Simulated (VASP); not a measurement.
A run of VASP 6.6.1 is set up as follows.

The input INCAR:

```
SYSTEM = Rb3N
PREC = Accurate
ENCUT = 520
EDIFF = 1E-7
ISMEAR = 0
SIGMA = 0.1
LREAL = .FALSE.
LASPH = .TRUE.
NELM = 60
ALGO = Fast
ISIF = 2
LWAVE = .FALSE.
LCHARG = .TRUE.
GGA = PE
LELF = .TRUE.
LVHAR = .TRUE.
NBANDS = 24
```

File KPOINTS:

```
regular mesh
0
G
  6 6 2
  0 0 0
```

POSCAR

```
Rb3N
1.0
    4.0362812200      0.0000000000      0.0000000000
   -2.0181406100      3.4955220700      0.0000000000
    0.0000000000      0.0000000000     13.0966787600
Rb N
3 1
Direct
    0.3333333300      0.6666666700      0.7536804100
    0.0000000000      0.0000000000      0.0000000000
    0.3333333300      0.6666666700      0.2463195900
    0.0000000000      0.0000000000      0.5000000000
```

Potentials or basis: VASP PAW PBE potentials, release 64 (Rb_sv, N).

Command:

```bash
$ cat potpaw_PBE.64/Rb_sv/POTCAR potpaw_PBE.64/N/POTCAR > POTCAR
$ mpirun -np 1 vasp_std > vasp.out
```

Predict the band gap on the k mesh.

zero (bands 16 and 17 overlap by 0.08 eV).

Predict the largest force.

1.530 eV/Å.

Stress tensor (GPa, compression positive):
```
 3.44  0.00  0.00
 0.00  3.44  0.00
 0.00  0.00 -1.46
```

Caveat: semilocal functionals underestimate gaps, and a narrow one can read as zero; forces of over 1 eV/Å act on the atoms, so gaps and moduli don't describe the material at rest.
